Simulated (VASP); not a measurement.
# SiC (pbe) (F-43m) in VASP: further runs

Runs on SiC (pbe). Level: PBE. Tasks: single point.

Program: VASP 6.6.1. These are calculated values, not measurements. Logs are shortened: lines on timing, memory, paths and dates and some standing lists are left out, and cuts for length are marked.

## Step 1: The cell of the first run

The structure is cubic, space group F-43m (No. 216). Conventional cell: a = 4.380 Å, b = 4.380 Å, c = 4.380 Å, α = 90.00°, β = 90.00°, γ = 90.00°. Si (site symmetry -43m) has 4 C at 1.90 Å within 2.5 Å. C (site symmetry -43m) has 4 Si at 1.90 Å within 2.5 Å.

## Step 2: Single point, PBE

File INCAR:

```
SYSTEM = SiC
PREC = Accurate ; ENCUT = 600
EDIFF = 1E-6 ; ISMEAR = 0
SIGMA = 0.02 ; LREAL = .FALSE.
LASPH = .TRUE. ; NELM = 120
ALGO = Normal ; ISIF = 2
LWAVE = .FALSE. ; LCHARG = .FALSE.
GGA = PE ; NBANDS = 11
GGA_COMPAT = .FALSE.
```

File KPOINTS:

```
Automatic mesh
0
G
  10 10 10
  0 0 0
```

File POSCAR:

```
SiC
1.0
    0.0000000000      2.1898722361      2.1898722361
    2.1898722361      0.0000000000      2.1898722361
    2.1898722361      2.1898722361      0.0000000000
Si C
1 1
Direct
    0.0000000000      0.0000000000      0.0000000000
    0.2500000000      0.2500000000      0.2500000000
```

Potentials or basis: VASP PAW PBE potentials, release 64 (Si, C).

Command:

```console
cat potpaw_PBE.64/Si/POTCAR potpaw_PBE.64/C/POTCAR > POTCAR
mpirun -np 1 vasp_std > vasp.out
```

OUTCAR:

```text
SYSTEM = SiC
   PREC = Accurate
   ENCUT = 600
   EDIFF = 1E-6
   ISMEAR = 0
   LREAL = .FALSE.
   LASPH = .TRUE.
   NELM = 120
   ISIF = 2
   GGA = PE

 ion  position               nearest neighbor table
   1  0.000  0.000  0.000-   2 1.90   2 1.90   2 1.90   2 1.90
   2  0.250  0.250  0.250-   1 1.90   1 1.90   1 1.90   1 1.90

  LATTYP: Found a face centered cubic cell.
 ALAT       =     4.3797444722

  Lattice vectors:

 A1 = (   0.0000000000,   2.1898722361,   2.1898722361)
 A2 = (   2.1898722361,   0.0000000000,   2.1898722361)
 A3 = (   2.1898722361,   2.1898722361,   0.0000000000)

Analysis of symmetry for initial positions (statically):
=====================================================================
 Subroutine PRICEL returns:
 Original cell was already a primitive cell.

 Routine SETGRP: Setting up the symmetry group for a
 face centered cubic supercell.

 Subroutine GETGRP returns: Found 24 space group operations
 (whereof 24 operations were pure point group operations)
 out of a pool of 48 trial point group operations.

The static configuration has the point symmetry T_d .

Analysis of symmetry for dynamics (positions and initial velocities):
=====================================================================
 Subroutine PRICEL returns:
 Original cell was already a primitive cell.

 Routine SETGRP: Setting up the symmetry group for a
 face centered cubic supercell.

 Subroutine GETGRP returns: Found 24 space group operations
 (whereof 24 operations were pure point group operations)
 out of a pool of 48 trial point group operations.

The dynamic configuration has the point symmetry T_d .

 Subroutine INISYM returns: Found 24 space group operations
 (whereof 24 operations are pure point group operations),
 and found     1 'primitive' translations

----------------------------------------------------------------------------------------

                                     Primitive cell

  volume of cell :      21.0032

  direct lattice vectors                    reciprocal lattice vectors
     0.000000000  2.189872236  2.189872236    -0.228323823  0.228323823  0.228323823
     2.189872236  0.000000000  2.189872236     0.228323823 -0.228323823  0.228323823
     2.189872236  2.189872236  0.000000000     0.228323823  0.228323823 -0.228323823

  length of vectors
     3.096947016  3.096947016  3.096947016     0.395468461  0.395468461  0.395468461

  position of ions in fractional coordinates (direct lattice)
     0.000000000  0.000000000  0.000000000
     0.250000000  0.250000000  0.250000000

  ion indices of the primitive-cell ions
   primitive index   ion index
                 1           1
                 2           2

----------------------------------------------------------------------------------------

 KPOINTS: Automatic mesh

Automatic generation of k-mesh.
 Grid dimensions read from file:
 generate k-points for:   10   10   10

 Generating k-lattice:

  Cartesian coordinates                     Fractional coordinates (reciprocal lattice)
    -0.022832382  0.022832382  0.022832382     0.100000000  0.000000000  0.000000000
     0.022832382 -0.022832382  0.022832382     0.000000000  0.100000000  0.000000000
     0.022832382  0.022832382 -0.022832382     0.000000000  0.000000000  0.100000000

  Length of vectors
     0.039546846  0.039546846  0.039546846

  Shift w.r.t. Gamma in fractional coordinates (k-lattice)
     0.000000000  0.000000000  0.000000000

 Subroutine IBZKPT returns following result:
 ===========================================

 Found     47 irreducible k-points:

 Following reciprocal coordinates:
            Coordinates               Weight
  0.000000  0.000000  0.000000      1.000000
  0.100000  0.000000  0.000000      8.000000
  0.200000  0.000000  0.000000      8.000000
  0.300000  0.000000  0.000000      8.000000
  0.400000  0.000000  0.000000      8.000000
  0.500000  0.000000  0.000000      4.000000
[... 16 lines left out ...]
  0.300000  0.300000  0.000000      6.000000
  0.400000  0.300000  0.000000     24.000000
 [... further k-points ...]
   k-points           NKPTS =     47   k-points in BZ     NKDIM =     47   number of bands    NBANDS=     11
   number of dos      NEDOS =    301   number of ions     NIONS =      2
   total plane-waves  NPLWV =  21952
   dimension x,y,z NGX =    28 NGY =   28 NGZ =   28
   dimension x,y,z NGXF=    56 NGYF=   56 NGZF=   56
   ions per type =               1   1
   NGX,Y,Z   is equivalent  to a cutoff of  15.03, 15.03, 15.03 a.u.
   NGXF,Y,Z  is equivalent  to a cutoff of  30.06, 30.06, 30.06 a.u.
 SYSTEM =  SiC
   PREC   = accura    normal or accurate (medium, high low for compatibility)
   ISTART =      0    job   : 0-new  1-cont  2-samecut
   ICHARG =      2    charge: 1-file 2-atom 10-const
   ISPIN  =      1    spin polarized calculation?
   LNONCOLLINEAR =      F non collinear calculations
   LSORBIT =      F    spin-orbit coupling
   LASPH  =      T    aspherical Exc in radial PAW
   ENCUT  =  600.0 eV  44.10 Ry    6.64 a.u.   6.19  6.19  6.19*2*pi/ulx,y,z
   NELM   =    120;   NELMIN=  2; NELMDL= -5     # of ELM steps
   EDIFF  = 0.1E-05   stopping-criterion for ELM
   LREAL  =      F    real-space projection
   EDIFFG = 0.1E-04   stopping-criterion for IOM
   NSW    =      0    number of steps for IOM
   IBRION =     -1    ionic relax: 0-MD 1-quasi-New 2-CG
   NFREE  =      0    steps in history (QN), initial steepest desc. (CG)
   ISIF   =      2    stress and relaxation
   ISYM   =      2    0-nonsym 1-usesym 2-fastsym
   POTIM  = 0.5000    time-step for ionic-motion
   TEBEG  =    0.0;   TEEND  =   0.0 temperature during run
   PSTRESS=    0.0 pullay stress
   NELECT =       8.0000    total number of electrons
   NUPDOWN=      -1.0000    fix difference up-down
   EMIN   =  10.00;   EMAX   =-10.00  energy-range for DOS
   EFERMI =   0.00;   METHOD = LEGACY
   ISMEAR =     0;   SIGMA  =   0.02  broadening in eV -4-tet -1-fermi 0-gaus
   EFERMI_NEDOS =   21; number of points for ismear=-14 and -15
   IALGO  =     38    algorithm
   IMIX   =      4    mixing-type and parameters
     AMIX     =   0.40;   BMIX     =  1.00
     AMIX_MAG =   1.60;   BMIX_MAG =  1.00
  volume/ion in A,a.u.               =      10.50        70.87
  Fermi-wavevector in a.u.,A,eV,Ry     =   1.186705  2.242547 19.160655  1.408268
  Thomas-Fermi vector in A             =   2.322872
   LORBIT       =      0    0 simple, 1 ext, 2 COOP (PROOUT), +10 PAW based schemes
   GGA     = PE    functional components
   LHFCALC =     F    Hartree Fock is set to
   AEXX    =    0.0000 exact exchange contribution
   IVDW    =     0    specifies the selected vdW correction
   LEPSILON=     F    determine dielectric tensor
   LRPA    =     F    only Hartree local field effects (RPA)
 non-spin polarized calculation
 Gauss-broadening in eV      SIGMA  =   0.02
  energy-cutoff  :      600.00
  volume of cell :       21.00
 maximum number of plane-waves:       725
 NGX is ok and might be reduce to    28
   NGX = 13   NGY = 13   NGZ = 13

 number of electron       8.0000000 magnetization

 Free energy of the ion-electron system (eV)
  ---------------------------------------------------
  ext. energy  EPLUGINS =         0.00000000
  ---------------------------------------------------
  free energy    TOTEN  =       -15.06218779 eV

  energy without entropy =      -15.06218779  energy(sigma->0) =      -15.06218779

 E-fermi :   8.0343     XC(G=0): -11.2911

 val. band max:        7.9395541588   @ k =   0.0000   0.0000   0.0000
 cond. band min:       9.3106033256   @ k =   0.5000   0.5000   0.0000
 fundamental gap:      1.3710491668
 Fermi energy:         8.0343247145

 k-point     1 :       0.0000    0.0000    0.0000
  band No.  band energies     occupation
      1      -7.3468      2.00000
      2       7.9396      2.00000
      3       7.9396      2.00000
      4       7.9396      2.00000
      5      13.9982      0.00000
      6      15.1446      0.00000
      7      15.1446      0.00000
      8      15.1446      0.00000
      9      22.3600      0.00000
     10      22.3600      0.00000
     11      24.1899      0.00000

 k-point     2 :       0.1000    0.0000    0.0000
  band No.  band energies     occupation
      1      -7.1538      2.00000
      2       6.9330      2.00000
      3       7.8063      2.00000
      4       7.8063      2.00000
      5      14.2812      0.00000
      6      15.3857      0.00000
      7      15.3857      0.00000
      8      15.3994      0.00000
      9      21.4261      0.00000
     10      21.4261      0.00000
     11      24.0907      0.00000

 k-point     3 :       0.2000    0.0000    0.0000
  band No.  band energies     occupation
      1      -6.5834      2.00000
      2       4.8278      2.00000
      3       7.5006      2.00000
      4       7.5006      2.00000
      5      14.0114      0.00000
      6      15.7482      0.00000
      7      15.7482      0.00000
      8      16.5842      0.00000
      9      20.7660      0.00000
     10      20.7660      0.00000
     11      23.2145      0.00000

 k-point     4 :       0.3000    0.0000    0.0000
  band No.  band energies     occupation
      1      -5.6716      2.00000
      2       2.5378      2.00000
      3       7.1857      2.00000
      4       7.1857      2.00000
      5      13.6031      0.00000
      6      15.6302      0.00000
      7      15.6302      0.00000
      8      17.5759      0.00000
      9      21.5622      0.00000
     10      21.5622      0.00000
     11      22.9274      0.00000

 k-point     5 :       0.4000    0.0000    0.0000
  band No.  band energies     occupation
      1      -4.5470      2.00000
      2       0.5097      2.00000
      3       6.9676      2.00000
      4       6.9676      2.00000
      5      13.3309      0.00000
      6      15.2693      0.00000
      7      15.2693      0.00000
      8      17.8937      0.00000
      9      23.4554      0.00000
     10      23.4554      0.00000
     11      23.4943      0.00000
[... 211 lines left out ...]
 k-point    21 :      -0.3000    0.2000    0.0000
  band No.  band energies     occupation
      1      -4.3222      2.00000
      2       1.5707      2.00000
      3       4.1625      2.00000
      4       6.7750      2.00000
      5      13.4774      0.00000
      6      16.0718      0.00000
      7      16.6068      0.00000
      8      18.0866      0.00000
      9      20.5859      0.00000
     10      23.2358      0.00000
     11      26.8254      0.00000

 k-point    22 :      -0.2000    0.2000    0.0000
  band No.  band energies     occupation
      1      -5.3655      2.00000
      2       3.1624      2.00000
      3       4.7518      2.00000
      4       7.2925      2.00000
      5      14.4255      0.00000
      6      15.8198      0.00000
      7      16.2210      0.00000
      8      16.9759      0.00000
      9      19.4073      0.00000
     10      23.2140      0.00000
     11      26.9250      0.00000

 k-point    23 :       0.3000    0.3000    0.0000
  band No.  band energies     occupation
      1      -5.1022      2.00000
      2       3.5857      2.00000
      3       5.5988      2.00000
      4       5.5988      2.00000
      5      11.0841      0.00000
      6      13.4957      0.00000
      7      19.3279      0.00000
      8      19.3279      0.00000
      9      20.1788      0.00000
     10      24.9165      0.00000
     11      29.4715      0.00000

 k-point    24 :       0.4000    0.3000    0.0000
  band No.  band energies     occupation
      1      -4.2453      2.00000
      2       2.3763      2.00000
      3       4.8185      2.00000
      4       5.3386      2.00000
      5      10.7984      0.00000
      6      13.5026      0.00000
      7      19.4019      0.00000
      8      19.7306      0.00000
      9      21.5328      0.00000
     10      25.8799      0.00000
     11      28.9668      0.00000

 [... further k-points ...]

------------------------ aborting loop because EDIFF is reached ----------------------------------------

  FORCE on cell =-STRESS in cart. coord.  units (eV):
  Direction    XX          YY          ZZ          XY          YZ          ZX
  --------------------------------------------------------------------------------------
  -------------------------------------------------------------------------------------
  Total       -0.0242752     -0.0242752     -0.0242752      0.0000000     -0.0000000      0.0000000
  in kB       -1.8517697     -1.8517697     -1.8517697      0.0000000     -0.0000000      0.0000000
  external PRESSURE =      -1.8517697 kB  Pullay stress =       0.0000000 kB

 VOLUME and BASIS-vectors are now :
 -----------------------------------------------------------------------------
  energy-cutoff  :      600.00
  volume of cell :       21.00
      direct lattice vectors                 reciprocal lattice vectors
     0.000000000  2.189872236  2.189872236    -0.228323823  0.228323823  0.228323823
     2.189872236  0.000000000  2.189872236     0.228323823 -0.228323823  0.228323823
     2.189872236  2.189872236  0.000000000     0.228323823  0.228323823 -0.228323823

 POSITION                                       TOTAL-FORCE (eV/Angst)
 -----------------------------------------------------------------------------------
      0.00000      0.00000      0.00000         0.000000      0.000000      0.000000
      1.09494      1.09494      1.09494        -0.000000     -0.000000     -0.000000
 -----------------------------------------------------------------------------------
    total drift:                               -0.000000     -0.000000     -0.000000

  FREE ENERGIE OF THE ION-ELECTRON SYSTEM (eV)
  ---------------------------------------------------
  free  energy   TOTEN  =       -15.0621877866 eV

  energy  without entropy=      -15.0621877866  energy(sigma->0) =      -15.06218779
```

Run time: 10 s. Hardware: 1 thread of AMD EPYC 9R45 (Zen 5), shared host; peak memory 0.12 GiB.

Results:

```yaml
Free_energy: -15.0622 eV
Pressure: -0.2 GPa
Band_gap_on_the_k_mesh: 1.37 eV, indirect (least direct gap 4.53 eV)
```

Levels at points of the mesh, in eV from the valence-band top:
```tsv
k point	band 2	band 3	band 4	band 5	band 6	band 7
(0.00, 0.00, 0.00)	0.00	0.00	0.00	6.06	7.21	7.21
(0.50, 0.00, 0.00)	-8.45	-1.05	-1.05	5.30	7.17	7.17
(0.50, 0.50, 0.00)	-7.75	-3.16	-3.16	1.37	4.27	13.86
```

A k mesh can miss the band edges.

## Step 3: Single point, PBE

File INCAR:

```
SYSTEM = SiC
PREC = Accurate
ENCUT = 600
EDIFF = 1E-6
ISMEAR = 0
SIGMA = 0.01
LREAL = .FALSE.
LASPH = .TRUE.
NELM = 120
ALGO = Normal
ISIF = 2
LWAVE = .FALSE.
LCHARG = .FALSE.
GGA = PE
NBANDS = 11
GGA_COMPAT = .FALSE.
```

File KPOINTS:

```
regular mesh
0
G
  10 10 10
  0 0 0
```

POSCAR is that of step 2.

Potentials or basis: VASP PAW PBE potentials, release 64 (Si, C).

Command:

```console
cat potpaw_PBE.64/Si/POTCAR potpaw_PBE.64/C/POTCAR > POTCAR
mpirun -np 1 vasp_std > vasp.out
```

It took 10 s on 1 thread of AMD EPYC 9R45 (Zen 5), shared host; peak memory 0.12 GiB.

Results (log left out):

```
Free energy            : -15.0622 eV
Pressure               : -0.2 GPa
Band gap on the k mesh : 1.37 eV, indirect (least direct gap 4.53 eV)
```

Levels at points of the mesh, in eV from the valence-band top:
```csv
k point,band 1,band 2,band 3,band 4,band 5,band 6,band 7,band 8
"(0.00, 0.00, 0.00)",-15.29,0.00,0.00,0.00,6.06,7.21,7.21,7.21
"(0.50, 0.00, 0.00)",-11.78,-8.45,-1.05,-1.05,5.30,7.17,7.17,9.97
"(0.50, 0.50, 0.00)",-10.34,-7.75,-3.16,-3.16,1.37,4.27,13.86,13.86
```

A k mesh can miss the band edges. A hybrid or GW would open this gap; PBE tends to underestimate it.
